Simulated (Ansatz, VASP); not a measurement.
**YPtC2N2: VASP beside Ansatz**

```xyz
6
Lattice="3.7074 0.0000 0.0000 1.4005 3.7650 0.0000 0.0530 1.9582 8.6254" Properties=species:S:1:pos:R:3 pbc="T T T"
Y     2.5805    2.8616    4.3127
Pt    0.0000    0.0000    0.0000
C     3.2995    1.0356    1.5608
C     1.8614    4.6876    7.0646
N     3.0506    1.6677    2.5134
N     2.1103    4.0555    6.1120
```

Alike in both runs: task single point; functional PBE; k mesh 6 × 6 × 2; occupations gaussian, width 0.1 eV; no spin polarisation.

```csv
,VASP,Ansatz
version,VASP 6.6.1,Ansatz 0.2.0
potentials or method,"VASP PAW PBE potentials, release 64 (Y_sv, Pt_sv_GW, C, N), cutoff 700 eV","scalar-relativistic, plane waves, PAW"
valence electrons in the cell,47,47
```

```csv
,VASP,Ansatz,Ansatz less VASP
gap on the k mesh at the Fermi level (eV),none,none,-
pressure (GPa),3.1,2.9,-0.20
"traceless stress, the component that is largest in VASP (GPa)",6.06,5.67,-0.395
rms of the force components (eV/Å),1.156,0.994,-0.1615
```

Atom by atom the forces differ by 0.165 eV/Å (rms over components). A gap of «none» marks a metal or a gap that the smearing closes.

The k mesh is coarse, so the values compare programs but aren't converged. Neither program's run includes spin-orbit coupling. Noted on VASP's run: the standard files for N, O and F lose accuracy on very short bonds.
